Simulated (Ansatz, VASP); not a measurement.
## GaP in VASP and in Ansatz

```
Ga P
1.0
     0.00000    2.87696    2.44541
     2.87696    0.00000    2.44541
     2.87696    2.87696    0.00000
Ga P
1 1
Cartesian
  0.0000 0.0000 0.0000
  4.3154 4.3154 3.6681
```

Alike in both runs: task single point; functional PBE; k mesh 10 × 10 × 10; occupations methfessel-paxton of order 1, width 0.4 eV; no spin polarisation.

|  | VASP | Ansatz |
| --- | --- | --- |
| version | VASP 6.6.1 | Ansatz 0.2.0 |
| potentials or method | VASP PAW PBE potentials, release 64 (Ga_d, P), cutoff 520 eV | scalar-relativistic, plane waves, PAW |
| valence electrons in the cell | 18 | 18 |

|  | VASP | Ansatz | Ansatz less VASP |
| --- | --- | --- | --- |
| pressure (GPa) | 1.8 | 1.9 | +0.07 |
| traceless stress, the component that is largest in VASP (GPa) | 5.73 | 5.71 | -0.013 |
